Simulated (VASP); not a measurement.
# Si5W3 in VASP: further runs

The runs below take Si5W3 through single point, with PBE.

All numbers are computed with VASP 6.6.1; they aren't measurements. Logs are shortened: lines on timing, memory, paths and dates and some standing lists are left out, and cuts for length are marked.

## Step 1: The cell of the first run

The cell holds a disordered packing, 24 atoms: a = 7.205 Å, b = 7.492 Å, c = 7.497 Å, α = 87.52°, β = 89.90°, γ = 91.28°.

## Step 2: Single point, PBE

INCAR

```
SYSTEM = Si5W3
PREC     = Accurate       ! precision mode
ENCUT    = 520            ! plane-wave cutoff, eV
EDIFF    = 1E-6           ! SCF threshold, eV
ISMEAR   = -1             ! smearing method
SIGMA    = 0.2197         ! smearing width, eV
LREAL    = Auto         
LASPH    = .TRUE.         ! aspherical terms in the spheres
NELM     = 80             ! most SCF steps
ALGO     = Normal         ! electronic algorithm
ISIF     = 2              ! what is computed and relaxed
LWAVE    = .FALSE.        ! write WAVECAR
LCHARG   = .TRUE.         ! write CHGCAR
GGA      = PE             ! functional
LELF     = .TRUE.         ! ELF
LVHAR    = .TRUE.       
ISYM     = 0            
NBANDS   = 111            ! bands
```

KPOINTS

```
Automatic mesh
0
Gamma
  1 1 1
  0.25 0.25 0.25
```

POSCAR

```
Si5W3
1.0
    7.2041990000     -0.0818820000      0.0070510000
   -0.0818820000      7.4902340000      0.1623590000
    0.0070510000      0.1623590000      7.4951860000
Si W
15 9
Direct
    0.7075938462      0.8894770972      0.3014160214
    1.0683877233      0.7397370420      0.8087336100
    0.1996399735      0.6870979309      0.5051560836
    0.1233499365      0.1873187915      0.3169122645
    0.9262196296      0.0592471170      0.8110541783
    0.6330134299      0.7273552090      0.0555355074
    0.3674384347      0.9066846014      0.4259743236
    0.5591021183      0.9510906599      0.6627831041
    0.3897570400      0.9938772505      0.9794893558
    1.0257961418      0.9008825797      0.0739651713
    0.2376664192      0.2609843229     -0.0001789068
    0.6592407545      0.2028481324      1.0557405078
    0.1346655472      0.4271721288      0.4752953741
    0.6838396665      0.6331488078      0.7747056363
    0.8730517953      0.4105015615      0.2562498768
    0.1913166295      0.5654333336      0.0932834537
    0.4705979588      0.5480337389      0.3721109261
    0.9578205436     -0.0434425498      0.4909991155
    0.3449766663      0.5406432213      0.7531405194
    0.8685443961      0.6123990274      0.4732360744
   -0.0377775427      0.4178767317      0.8510165486
    0.6660172635      0.2500672814      0.6986392651
    0.2825743041      0.1940339886      0.7000952884
    0.5036418975      0.1694727625      0.3619790613
```

Potentials or basis: VASP PAW PBE potentials, release 64 (Si, W_sv).

Command:

```
$ cat potpaw_PBE.64/Si/POTCAR potpaw_PBE.64/W_sv/POTCAR > POTCAR
$ mpirun -np 1 vasp_std > vasp.out
```

OUTCAR:

```text
SYSTEM = Si5W3
   PREC = Accurate
   ENCUT = 520
   EDIFF = 1E-6
   ISMEAR = -1
   LREAL = Auto
   LASPH = .TRUE.
   NELM = 80
   ISIF = 2
   GGA = PE
   ISYM = 0

 ion  position               nearest neighbor table
   1  0.708  0.889  0.301-   6 2.31  18 2.36   7 2.63  24 2.64  20 2.68  10 2.85  12 2.95   8 2.97
                            17 3.07
   2  0.068  0.740  0.809-  10 2.39   3 2.51  21 2.52  19 2.56  16 2.62   5 2.63  14 2.88  18 2.95
                            20 3.08
   3  0.200  0.687  0.505-  13 2.01   7 2.08  19 2.37  20 2.45  17 2.46   2 2.51  18 2.69  16 3.26

   4  0.123  0.187  0.317-  13 2.20  18 2.41  15 2.52  11 2.55  24 2.77   7 2.86  10 2.95  23 3.10
                            16 3.26
   5  0.926  0.059  0.811-  10 2.38  22 2.51  18 2.56   2 2.63  21 2.72  23 2.85  12 2.91   8 2.98
                            11 3.06
   6  0.633  0.727  0.056-  14 2.28   1 2.31   9 2.73  17 2.91  10 3.09
   7  0.367  0.907  0.426-   3 2.08  24 2.21   8 2.28   1 2.63  17 2.85   4 2.86  18 3.02  23 3.11

   8  0.559  0.951  0.663-   7 2.28  22 2.38  14 2.67   9 2.70  23 2.75  24 2.76   1 2.97   5 2.98
                            18 3.14
   9  0.390  0.994  0.979-  11 2.31  12 2.55  23 2.65   8 2.70   6 2.73  10 2.78  24 3.30
  10  0.026  0.901  0.074-   5 2.38   2 2.39   9 2.78  16 2.80   1 2.85   4 2.95   6 3.09  11 3.10
                            18 3.21
  11  0.238  0.261  1.000-   9 2.31  23 2.35  16 2.44   4 2.55  21 2.56  19 2.83   5 3.06  10 3.10
                            12 3.10
  12  0.659  0.203  0.056-   9 2.55  24 2.55  15 2.68  22 2.69   5 2.91   1 2.95  21 3.06  11 3.10

  13  0.135  0.427  0.475-   3 2.01   4 2.20  20 2.39  15 2.51  23 2.62  17 2.67  19 2.73  16 3.03
                            21 3.07
  14  0.684  0.633  0.775-   6 2.28  19 2.53  20 2.63  21 2.65   8 2.67   2 2.88  22 2.95
  15  0.873  0.411  0.256-  20 2.27  13 2.51   4 2.52  12 2.68  16 2.80  21 3.10  17 3.23  24 3.26

  16  0.191  0.565  0.093-  11 2.44   2 2.62  21 2.71  19 2.79  15 2.80  10 2.80  17 2.90  13 3.03
                             4 3.26   3 3.26
  17  0.471  0.548  0.372-   3 2.46  13 2.67   7 2.85  24 2.86  16 2.90   6 2.91  19 2.99  20 3.00
                             1 3.07  15 3.23
  18  0.958  0.957  0.491-   1 2.36   4 2.41   5 2.56  20 2.65   3 2.69   2 2.95   7 3.02   8 3.14
                            10 3.21  23 3.34  22 3.49
  19  0.345  0.541  0.753-   3 2.37  14 2.53   2 2.56  23 2.67  13 2.73  16 2.79  11 2.83  21 2.97
                            17 2.99  22 3.25
  20  0.869  0.612  0.473-  15 2.27  13 2.39   3 2.45  14 2.63  18 2.65   1 2.68  17 3.00   2 3.08
                            21 3.21  22 3.43
  21  0.962  0.418  0.851-   2 2.52  11 2.56  14 2.65  16 2.71   5 2.72  22 2.73  19 2.97  12 3.06
                            13 3.07  15 3.10  23 3.12  20 3.21
  22  0.666  0.250  0.699-   8 2.38   5 2.51  12 2.69  21 2.73  23 2.78  24 2.87  14 2.95  19 3.25
                            20 3.43  18 3.49
  23  0.283  0.194  0.700-  11 2.35  13 2.62   9 2.65  19 2.67   8 2.75  22 2.78   5 2.85  24 3.01
                             4 3.10   7 3.11  21 3.12  18 3.34
  24  0.504  0.169  0.362-   7 2.21  12 2.55   1 2.64   8 2.76   4 2.77  17 2.86  22 2.87  23 3.01
                            15 3.26   9 3.30

IMPORTANT INFORMATION: All symmetrisations will be switched off!
NOSYMM: (Re-)initialisation of all symmetry stuff for point group C_1.

----------------------------------------------------------------------------------------

                                     Primitive cell

  volume of cell :     404.2080

  direct lattice vectors                    reciprocal lattice vectors
     7.204199000 -0.081882000  0.007051000     0.138825386  0.001521161 -0.000163549
    -0.081882000  7.490234000  0.162359000     0.001521161  0.133586562 -0.002895152
     0.007051000  0.162359000  7.495186000    -0.000163549 -0.002895152  0.133481839

  length of vectors
     7.204667765  7.492440889  7.496947601     0.138833816  0.133626590  0.133513332

  position of ions in fractional coordinates (direct lattice)
     0.707593846  0.889477097  0.301416021
     0.068387723  0.739737042  0.808733610
     0.199639973  0.687097931  0.505156084
     0.123349936  0.187318791  0.316912264
     0.926219630  0.059247117  0.811054178
     0.633013430  0.727355209  0.055535507
[... 16 lines left out ...]
     0.282574304  0.194033989  0.700095288
     0.503641898  0.169472762  0.361979061

  ion indices of the primitive-cell ions
   primitive index   ion index
                 1           1
                 2           2
                 3           3
                 4           4
                 5           5
                 6           6
[... 16 lines left out ...]
                23          23
                24          24

----------------------------------------------------------------------------------------

 KPOINTS: Automatic mesh

Automatic generation of k-mesh.
 Grid dimensions read from file:
 generate k-points for:    1    1    1

 Generating k-lattice:

  Cartesian coordinates                     Fractional coordinates (reciprocal lattice)
     0.138825386  0.001521161 -0.000163549     1.000000000 -0.000000000  0.000000000
     0.001521161  0.133586562 -0.002895152    -0.000000000  1.000000000  0.000000000
    -0.000163549 -0.002895152  0.133481839     0.000000000  0.000000000  1.000000000

  Length of vectors
     0.138833816  0.133626590  0.133513332

  Shift w.r.t. Gamma in fractional coordinates (k-lattice)
     0.250000000  0.250000000  0.250000000

 Subroutine IBZKPT returns following result:
 ===========================================

 Found      1 irreducible k-points:

 Following reciprocal coordinates:
            Coordinates               Weight
  0.250000  0.250000  0.250000      2.000000
   k-points           NKPTS =      1   k-points in BZ     NKDIM =      1   number of bands    NBANDS=    111
   number of dos      NEDOS =    301   number of ions     NIONS =     24
   total plane-waves  NPLWV = 169344
   dimension x,y,z NGX =    54 NGY =   56 NGZ =   56
   dimension x,y,z NGXF=   108 NGYF=  112 NGZF=  112
   ions per type =              15   9
   NGX,Y,Z   is equivalent  to a cutoff of  12.46, 12.43, 12.42 a.u.
   NGXF,Y,Z  is equivalent  to a cutoff of  24.92, 24.85, 24.84 a.u.
 SYSTEM =  Si5W3
   PREC   = accura    normal or accurate (medium, high low for compatibility)
   ISTART =      0    job   : 0-new  1-cont  2-samecut
   ICHARG =      2    charge: 1-file 2-atom 10-const
   ISPIN  =      1    spin polarized calculation?
   LNONCOLLINEAR =      F non collinear calculations
   LSORBIT =      F    spin-orbit coupling
   LASPH  =      T    aspherical Exc in radial PAW
   ENCUT  =  520.0 eV  38.22 Ry    6.18 a.u.  13.40 13.93 13.94*2*pi/ulx,y,z
   NELM   =     80;   NELMIN=  2; NELMDL= -5     # of ELM steps
   EDIFF  = 0.1E-05   stopping-criterion for ELM
   LREAL  =      T    real-space projection
   EDIFFG = 0.1E-04   stopping-criterion for IOM
   NSW    =      0    number of steps for IOM
   IBRION =     -1    ionic relax: 0-MD 1-quasi-New 2-CG
   NFREE  =      0    steps in history (QN), initial steepest desc. (CG)
   ISIF   =      2    stress and relaxation
   ISYM   =      0    0-nonsym 1-usesym 2-fastsym
   POTIM  = 0.5000    time-step for ionic-motion
   TEBEG  =    0.0;   TEEND  =   0.0 temperature during run
   PSTRESS=    0.0 pullay stress
   NELECT =     186.0000    total number of electrons
   NUPDOWN=      -1.0000    fix difference up-down
   EMIN   =  10.00;   EMAX   =-10.00  energy-range for DOS
   EFERMI =   0.00;   METHOD = LEGACY
   ISMEAR =    -1;   SIGMA  =   0.22  broadening in eV -4-tet -1-fermi 0-gaus
   EFERMI_NEDOS =   21; number of points for ismear=-14 and -15
   IALGO  =     38    algorithm
   IMIX   =      4    mixing-type and parameters
     AMIX     =   0.40;   BMIX     =  1.00
     AMIX_MAG =   1.60;   BMIX_MAG =  1.00
  volume/ion in A,a.u.               =      16.84       113.66
  Fermi-wavevector in a.u.,A,eV,Ry     =   1.263895  2.388414 21.734346  1.597429
  Thomas-Fermi vector in A             =   2.397228
   LORBIT       =      0    0 simple, 1 ext, 2 COOP (PROOUT), +10 PAW based schemes
   GGA     = PE    functional components
   LHFCALC =     F    Hartree Fock is set to
   AEXX    =    0.0000 exact exchange contribution
   IVDW    =     0    specifies the selected vdW correction
   LEPSILON=     F    determine dielectric tensor
   LRPA    =     F    only Hartree local field effects (RPA)
 non-spin polarized calculation
  energy-cutoff  :      520.00
  volume of cell :      404.21
 maximum number of plane-waves:     10887
 NGX is ok and might be reduce to    54
   NGX = 27   NGY = 27   NGZ = 27

 number of electron     186.0000008 magnetization

 Free energy of the ion-electron system (eV)
  ---------------------------------------------------
  ext. energy  EPLUGINS =         0.00000000
  ---------------------------------------------------
  free energy    TOTEN  =      -181.59008746 eV

  energy without entropy =     -179.01515369  energy(sigma->0) =     -180.30262058

 E-fermi :   8.8139     XC(G=0): -11.4467

 val. band max:        8.7318604056   @ k =   0.2500   0.2500   0.2500
 cond. band min:       8.9162650029   @ k =   0.2500   0.2500   0.2500
 fundamental gap:      0.1844045973
 Fermi energy:         8.8139002489

 k-point     1 :       0.2500    0.2500    0.2500
  band No.  band energies     occupation
      1     -65.3154      2.00000
      2     -65.2848      2.00000
      3     -65.1058      2.00000
      4     -65.0531      2.00000
      5     -65.0171      2.00000
      6     -65.0035      2.00000
[... 97 lines left out ...]
    104      10.1281      0.00504
    105      10.1509      0.00454
 [bands above 105 left out]

------------------------ aborting loop because EDIFF is reached ----------------------------------------

  FORCE on cell =-STRESS in cart. coord.  units (eV):
  Direction    XX          YY          ZZ          XY          YZ          ZX
  --------------------------------------------------------------------------------------
  -------------------------------------------------------------------------------------
  Total       -1.9173561     17.5262981    -11.9126258     12.8842822     10.7734590      5.1700288
  in kB       -7.5999097     69.4697658    -47.2186037     51.0700011     42.7032375     20.4926728
  external PRESSURE =       4.8837508 kB  Pullay stress =       0.0000000 kB

 VOLUME and BASIS-vectors are now :
 -----------------------------------------------------------------------------
  energy-cutoff  :      520.00
  volume of cell :      404.21
      direct lattice vectors                 reciprocal lattice vectors
     7.204199000 -0.081882000  0.007051000     0.138825386  0.001521161 -0.000163549
    -0.081882000  7.490234000  0.162359000     0.001521161  0.133586562 -0.002895152
     0.007051000  0.162359000  7.495186000    -0.000163549 -0.002895152  0.133481839

 POSITION                                       TOTAL-FORCE (eV/Angst)
 -----------------------------------------------------------------------------------
      5.02694      6.65339      2.40857        -0.946826     -0.158858     -0.561441
      0.43781      5.66651      6.18219        -0.347282     -0.337531     -0.689333
      1.38555      5.21219      3.89920        -1.589470      4.259907      0.211312
      0.87553      1.44441      2.40660         1.505148     -1.588293     -1.249134
      6.67354      0.49962      6.09515         0.901922      0.776574     -0.185090
      4.50119      5.40525      0.53880        -1.716602     -0.318783      0.469178
[... 16 lines left out ...]
      2.02477      1.54389      5.28084        -0.314461      0.152456     -2.179257
      3.61701      1.28692      2.74417         1.990583      3.071421     -1.001605
 -----------------------------------------------------------------------------------
    total drift:                               -0.000211     -0.003701     -0.002530

  FREE ENERGIE OF THE ION-ELECTRON SYSTEM (eV)
  ---------------------------------------------------
  free  energy   TOTEN  =      -181.5900874570 eV

  energy  without entropy=     -179.0151536933  energy(sigma->0) =     -180.30262058
```

It took 89 s on 1 thread of Intel Xeon Platinum 8559C (Emerald Rapids), shared host; peak memory 0.4 GiB.

Results:

```yaml
Free_energy: -181.5901 eV
Pressure: 0.5 GPa
Largest_force: 4.552 eV/Å
```

Forces on the atoms (eV/Å):
```
Si  -0.947 -0.159 -0.561
Si  -0.347 -0.338 -0.689
Si  -1.589  4.260  0.211
Si   1.505 -1.588 -1.249
Si   0.902  0.777 -0.185
Si  -1.717 -0.319  0.469
Si  -1.013 -0.480 -1.478
Si   0.455 -0.836  0.846
Si   0.296 -1.195 -0.262
Si   0.117 -0.006  1.654
Si   0.093  1.195  1.574
Si   0.697  0.953 -0.615
Si  -0.343 -4.144  1.109
Si   0.409 -1.253 -1.290
Si  -0.735 -1.882 -3.009
W    0.268  1.464  0.778
W    1.905 -0.258 -1.056
W    1.667 -0.644  1.742
W    0.563 -1.625  1.541
W   -2.679  1.773  2.898
W   -0.593 -0.625  0.531
W   -0.589  1.707  0.221
W   -0.314  0.152 -2.179
W    1.991  3.071 -1.002
```

Caveat: the k points lie up to 0.87 Å⁻¹ apart, too coarse for converged energies, forces and pressures; the atoms stand as in a frame of molecular dynamics; spin-orbit coupling is left out, which moves the levels of the heavy elements.

## Step 3: Single point, PBE

Edit INCAR of step 2 so:

```diff
@@ -5,3 +5,3 @@
 ISMEAR   = -1             ! smearing method
-SIGMA    = 0.2197         ! smearing width, eV
+SIGMA    = 0.1224         ! smearing width, eV
 LREAL    = Auto         
@@ -12,6 +12,4 @@
 LWAVE    = .FALSE.        ! write WAVECAR
-LCHARG   = .TRUE.         ! write CHGCAR
+LCHARG   = .FALSE.        ! write CHGCAR
 GGA      = PE             ! functional
-LELF     = .TRUE.         ! ELF
-LVHAR    = .TRUE.       
 ISYM     = 0
```

KPOINTS is that of step 2.

POSCAR

```
Si5W3
1.0
    7.2041990000     -0.0818820000      0.0070510000
   -0.0818820000      7.4902340000      0.1623590000
    0.0070510000      0.1623590000      7.4951860000
Si W
15 9
Direct
    0.6876665437      0.8630999816      0.2794959609
    0.0567191868      0.7174611019      0.8300725033
    0.1569373915      0.7305171929      0.5559508988
    0.1683930060      0.1548975628      0.3743578408
    0.9396129779      0.0728088454      0.8083758852
    0.5656994239      0.6345139927      0.0546093447
    0.3640687895      0.8790952999      0.3469113264
    0.5660499081      0.9009417926      0.6912117689
    0.4427984584      0.9952951597      0.9569631362
   -0.0208238056      0.8876921120      0.1120188378
    0.2724352912      0.2766671518      1.0358824526
    0.6201805396      0.2782592859      0.0708273561
    0.1399062176      0.4561499886      0.4845043826
    0.6773238635      0.5806619394      0.7259765798
    0.9062215443      0.3526332025      0.2083347975
    0.2166504503      0.6018803370      0.0990225870
    0.4808515060      0.5483157425      0.3553043941
    0.9426350851      0.9606605696      0.4663269985
    0.3460879454      0.5227516686      0.7690429958
    0.8473482989      0.6040110438      0.4657303659
    0.9509236453      0.3992339820      0.8431290174
    0.6580357105      0.2464412932      0.7078284953
    0.2678276293      0.1990274801      0.6860344286
    0.5033929515      0.1903262129      0.3828241758
```

Potentials or basis: VASP PAW PBE potentials, release 64 (Si, W_sv).

Command:

```
$ cat potpaw_PBE.64/Si/POTCAR potpaw_PBE.64/W_sv/POTCAR > POTCAR
$ mpirun -np 1 vasp_std > vasp.out
```

It took 83 s on 1 thread of Intel Xeon Platinum 8559C (Emerald Rapids), shared host; peak memory 0.39 GiB.

Results (log left out):

```yaml
Free_energy: -183.8220 eV
Pressure: -0.6 GPa
Largest_force: 3.269 eV/Å
```

Forces on the atoms (eV/Å):
```
Si  -0.647 -0.306 -0.716
Si  -1.274  0.989  2.207
Si   2.215  1.983 -1.360
Si   1.520  1.030 -2.008
Si   0.571 -1.258  0.190
Si   0.547  0.213 -1.733
Si  -0.912 -0.025  0.020
Si   0.082  0.567 -1.684
Si  -0.457  0.469  0.102
Si   0.498 -0.385  0.098
Si  -0.443 -0.067  0.113
Si   0.489  0.629 -0.929
Si   0.300 -3.029 -0.426
Si  -0.646  0.437  1.892
Si   0.460  0.724  0.625
W   -0.873  0.969  0.669
W   -0.021  0.392  1.380
W   -2.059 -0.892  2.290
W   -0.766  0.266  0.716
W    0.330  0.074 -2.294
W    0.968  0.078  0.854
W   -1.899 -0.932 -0.353
W   -0.221  0.160  0.741
W    2.239 -2.088 -0.393
```

Stress tensor (GPa, compression positive):
```
 3.11  3.36 -1.10
 3.36 -1.37  0.93
-1.10  0.93 -3.53
```

Levels at points of the mesh, in eV from the Fermi level:
```
           k point  band 90  band 91  band 92  band 93  band 94  band 95  band 96  band 97
(0.25, 0.25, 0.25)    -0.51    -0.38    -0.20    -0.07     0.11     0.21     0.29     0.38
```

Caveat: the k points lie up to 0.87 Å⁻¹ apart, too coarse for converged energies, forces and pressures; the atoms stand as in a frame of molecular dynamics; spin-orbit coupling is left out, which moves the levels of the heavy elements.

(Part 1 of 2 ends here.)
